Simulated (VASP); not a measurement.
Here is a VASP 6.6.1 calculation.

Contents of INCAR:

```
SYSTEM = HoZn2O
ALGO     = Normal         ! electronic algorithm
EDIFF    = 1E-7           ! SCF threshold, eV
EDIFFG   = -0.01          ! ionic threshold
ENCUT    = 600            ! plane-wave cutoff, eV
GGA      = PE             ! functional
GGA_COMPAT= .False.      
IBRION   = 2              ! ionic algorithm
ISIF     = 3              ! what is computed and relaxed
ISMEAR   = 0              ! smearing method
LASPH    = .True.         ! aspherical terms in the spheres
LCHARG   = .False.        ! write CHGCAR
LMAXMIX  = 6              ! l up to which the mixer works
LREAL    = .False.        ! projectors in reciprocal space
LWAVE    = .False.        ! write WAVECAR
NELM     = 200            ! most SCF steps
NELMIN   = 4            
NSW      = 100            ! ionic steps
PREC     = Accurate       ! precision mode
SIGMA    = 0.1            ! smearing width, eV
```

Contents of KPOINTS:

```
k-points
0
Gamma
  14 14 8
  0 0 0
```

Contents of POSCAR:

```
HoZn2O
1.0
    3.3338549528      0.0000000000      0.0000000000
    0.0000000000      3.3338549528      0.0000000000
    0.0000000000      0.0000000000      6.3086734568
Ho Zn O
1 2 1
Direct
    0.5000000000      0.5000000000      0.0000000000
    0.0000000000      0.5000000000      0.5000000000
    0.5000000000      0.0000000000      0.5000000000
    0.0000000000      0.0000000000      0.0000000000
```

Potentials or basis: VASP PAW PBE potentials, release 64 (Ho_3, Zn, O), 4f in core.

Run with:

```sh
$ cat potpaw_PBE.64/Ho_3/POTCAR potpaw_PBE.64/Zn/POTCAR potpaw_PBE.64/O/POTCAR > POTCAR
$ mpirun -np 1 vasp_std > vasp.out
```

**Question.** Estimate the relaxed volume.

**Answer.** 17.58 Å³/atom.

**Question.** What does it give for the relaxed cell?

**Answer.** a = 3.339 Å, b = 3.339 Å, c = 6.309 Å, α = 90.00°, β = 90.00°, γ = 90.00°.

**Question.** Predict the space group after relaxing (to 0.1 Å).

**Answer.** P4/mmm (No. 123).

Final structure:
```xyz
4
Lattice="3.3385 0.0000 0.0000 0.0000 3.3385 0.0000 0.0000 0.0000 6.3086" Properties=species:S:1:pos:R:3 pbc="T T T"
Ho    1.6693    1.6693    0.0000
Zn    0.0000    1.6693    3.1543
Zn    1.6693    0.0000    3.1543
O     0.0000    0.0000    0.0000
```

Caveat: the highest band is partly filled, so the run has too few bands; spin-orbit coupling is left out, which moves the levels of the heavy elements; the 4f electrons are frozen in the core, so they carry no moment and show no levels; an odd number of electrons without spin polarisation forces a metal; a magnetic or distorted state may lie lower; the run has no spin polarisation, though such a crystal can be magnetic. Spin polarisation is off, so any magnetic state and its effect on volume and gap are missing.
